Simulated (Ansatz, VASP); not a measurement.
# Two plane-wave programs on BaCaS2

```
Ca Ba S
1.0
     2.09373    1.20882    6.89808
    -2.09373    1.20882    6.89808
     0.00000   -2.41763    6.89808
Ca Ba S
1 1 2
Cartesian
  2.0937 1.2088 6.8981
  0.0000 0.0000 10.3471
  0.0000 0.0000 5.3617
  0.0000 0.0000 15.3326
```

Alike in both runs: task single point; functional r2SCAN; k mesh 6 × 6 × 6; no spin polarisation.

|  | VASP | Ansatz |
| --- | --- | --- |
| version | VASP 6.6.1 | Ansatz 0.2.0 |
| potentials or method | VASP PAW PBE potentials, release 64 (Ca_sv, Ba_sv, S) | plane waves, PAW |
| plane-wave cutoff (eV) | 520 | 500 |
| occupations | gaussian, width 0.01 eV | fixed |
| valence electrons in the cell | 32 | 32 |

|  | VASP | Ansatz | Ansatz less VASP |
| --- | --- | --- | --- |
| gap on the k mesh at the Fermi level (eV) | 2.29 | 2.36 | +0.074 |
| pressure (GPa) | 4.3 | 3.7 | -0.66 |
| traceless stress, the component that is largest in VASP (GPa) | 0.16 | 0.16 | +0.004 |
| rms of the force components (eV/Å) | 0.063 | 0.035 | -0.0278 |

VASP's potentials were made for PBE, not for r2SCAN. Atom by atom the forces differ by 0.028 eV/Å (rms over components).

Spin-orbit coupling is off throughout.
